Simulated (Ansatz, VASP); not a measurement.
# Two plane-wave programs on W

```
W
1.0
     2.76688    0.00000    0.00000
    -1.38344    2.39619    0.00000
     0.00000    0.00000    2.57868
W
1
Cartesian
  0.0000 0.0000 0.0000
```

Alike in both runs: task relaxation of cell and atoms; functional r2SCAN; k mesh 24 × 24 × 22; occupations gaussian, width 0.1 eV; no spin polarisation.

|  | VASP | Ansatz |
| --- | --- | --- |
| version | VASP 6.6.1 | Ansatz 0.2.0 |
| potentials or method | VASP PAW PBE potentials, release 64 (W_sv), cutoff 600 eV | scalar-relativistic, plane waves, PAW |
| valence electrons in the cell | 14 | 14 |

VASP gave:

| Item | Value |
| --- | --- |
| gap on the k mesh at the Fermi level, each at its own relaxed structure (eV) | none |
| relaxed volume (Å³/atom) | 17.26 |
| relaxed cell length with the largest relative difference (Å) | 2.596 |

Q: What did Ansatz give for the same quantities?

A: gap on the k mesh at the Fermi level, each at its own relaxed structure (eV): none; relaxed volume (Å³/atom): 17.17; relaxed cell length with the largest relative difference (Å): 2.589.

VASP's potentials were made for PBE, not for r2SCAN. A gap of «none» marks a metal or a gap that the smearing closes.

Neither program's run includes spin-orbit coupling.
